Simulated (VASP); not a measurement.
Set up this calculation in VASP 6.6.1, as the native input.

| Quantity | Value |
| --- | --- |
| Task | single point |
| Functional | r2SCAN |
| Potentials or basis | VASP PAW PBE potentials, release 64 (Sb, Te, Sc_sv) |
| Cutoff | 520 eV |
| k mesh | 8 × 8 × 8 |
| Occupations | fermi-dirac, width 0.1 eV |
| Spin | no spin polarisation |
| Dipole correction | no |
| Further INCAR settings | ALGO = Normal; EDIFF = 1e-07; NBANDS = 31 |

ScSbTe:

```
Sb Te Sc
1.0
     0.00000    4.25330    0.00000
     4.25330    0.00000    0.00000
     2.12665    2.12665   -8.83130
Sb Te Sc
2 2 2
Direct
  0.50000 0.00000 0.00000
  0.00000 0.50000 0.00000
  0.30950 0.30950 0.38100
  0.69050 0.69050 0.61900
  0.11450 0.11450 0.77100
  0.88550 0.88550 0.22900
```

One way to write it, as run:

POSCAR

```
ScSbTe
1.0
    0.0000000000      4.2533000000      0.0000000000
    4.2533000000      0.0000000000      0.0000000000
    2.1266500000      2.1266500000     -8.8313040000
Sb Te Sc
2 2 2
Direct
    0.5000000000      0.0000000000      0.0000000000
    0.0000000000      0.5000000000      0.0000000000
    0.3095000000      0.3095000000      0.3810000000
    0.6905000000      0.6905000000      0.6190000000
    0.1145000000      0.1145000000      0.7710000000
    0.8855000000      0.8855000000      0.2290000000
```

INCAR.step1

```
SYSTEM = ScSbTe
  PREC = Accurate
  ENCUT = 520
  ISMEAR = -1
  SIGMA = 0.1
  LREAL = .False.
  LASPH = .True.
  NELM = 60
  NBANDS = 31
  GGA = PE
  ALGO = Normal
  EDIFF = 1E-4
  LWAVE = .True.
  LCHARG = .False.
```

INCAR.step2

```
SYSTEM = ScSbTe
  PREC = Accurate
  ENCUT = 520
  EDIFF = 1E-7
  ISMEAR = -1
  SIGMA = 0.1
  LREAL = .False.
  LASPH = .True.
  NELM = 60
  ALGO = Normal
  ISIF = 2
  LWAVE = .False.
  LCHARG = .False.
  METAGGA = R2SCAN
  LMIXTAU = .True.
  NBANDS = 31
  ISTART = 1
```

KPOINTS

```
regular mesh
0
Gamma
  8 8 8
  0 0 0
```

Potentials or basis: VASP PAW PBE potentials, release 64 (Sb, Te, Sc_sv).

The run is started by

```bash
$ cat potpaw_PBE.64/Sb/POTCAR potpaw_PBE.64/Te/POTCAR potpaw_PBE.64/Sc_sv/POTCAR > POTCAR
$ cp INCAR.step1 INCAR
$ mpirun -np 1 vasp_std > vasp.out
$ cp INCAR.step2 INCAR
$ mpirun -np 1 vasp_std > vasp.out
```

It gave:

```
Pressure               : 0.0 GPa
Largest force          : 2.389 eV/Å
Band gap on the k mesh : zero (bands 22 and 23 overlap by 0.36 eV)
```

Caveat: the PAW data sets were made with another functional, which shifts forces and pressure a little; spin-orbit coupling is left out, which moves the levels of the heavy elements.

It took 12 min on 1 thread of Intel(R) Xeon(R) Platinum 8488C (Sapphire Rapids), on a shared host, peak memory 0.47 GiB.
